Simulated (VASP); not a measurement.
Runs of VASP 6.6.1 on PbO2. The structure is that of space group P4_2/mnm (No. 136), or close to it. The cells are those of the table. 

| cell | gap on the mesh (eV) | pressure (GPa) | largest force (eV/Å) |
| --- | --- | --- | --- |
| a = 5.133, b = 5.133, c = 3.328 Å, 6 atoms | 0.09 | -2.2 | 0.02 |
| a = 5.183, b = 5.183, c = 3.307 Å, 6 atoms | 0.09 | -3.1 | 0.03 |
| a = 5.084, b = 5.084, c = 3.351 Å, 6 atoms | 0.10 | (b) | 0.02 |
| a = 4.984, b = 4.984, c = 3.408 Å, 6 atoms | 0.10 | 0.8 | 0.01 |
| a = 5.034, b = 5.034, c = 3.376 Å, 6 atoms | 0.10 | (a) | 0.02 |

Alike in all rows: task single point; level r2SCAN; potentials or basis VASP PAW PBE potentials, release 64 (Pb_d, O); no spin polarisation; k mesh 6 × 6 × 8; cutoff (eV) 520; smearing fermi-dirac 0.02 eV.

Estimate the missing entries.

(a) -0.1; (b) -1.2.

Caveats: the PAW data sets were made with another functional, which shifts forces and pressure a little; spin-orbit coupling is left out, which moves the levels of the heavy elements; the cell stands under tension (at least some runs).

A k mesh can miss the band edges, and the runs leave out spin-orbit coupling on Pb.
